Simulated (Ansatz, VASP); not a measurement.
**Ti4H: VASP beside Ansatz**

```
Ti H
1.0
     4.83374    0.00000    0.00000
     0.00000    4.83374    0.00000
     0.00000    0.00000    3.05318
Ti H
4 1
Direct
  0.72176 0.00000 0.78381
  0.27824 0.00000 0.78381
  0.00000 0.72176 0.78381
  0.00000 0.27824 0.78381
  0.50000 0.50000 0.01376
```

Alike in both runs: task relaxation of cell and atoms; functional PBE; k mesh 4 × 4 × 6; occupations gaussian, width 0.1 eV; no spin polarisation.

```csv
,VASP,Ansatz
version,VASP 6.6.1,Ansatz 0.2.0
potentials or method,"VASP PAW PBE potentials, release 64 (Ti_sv, H), cutoff 600 eV","scalar-relativistic, plane waves, PAW"
valence electrons in the cell,49,49
```

```csv
,VASP,Ansatz,Ansatz less VASP
"gap on the k mesh at the Fermi level, each at its own relaxed structure (eV)",none,none,-
relaxed volume (Å³/atom),19.09,19.47,+0.380
relaxed length of the cell vector where the two differ most in proportion (Å),6.063,6.149,+0.0863
```

A gap of «none» marks a metal or a gap that the smearing closes.

Noted on VASP's run: the volume moved by over 15 % at a fixed basis, so the end points are rough.
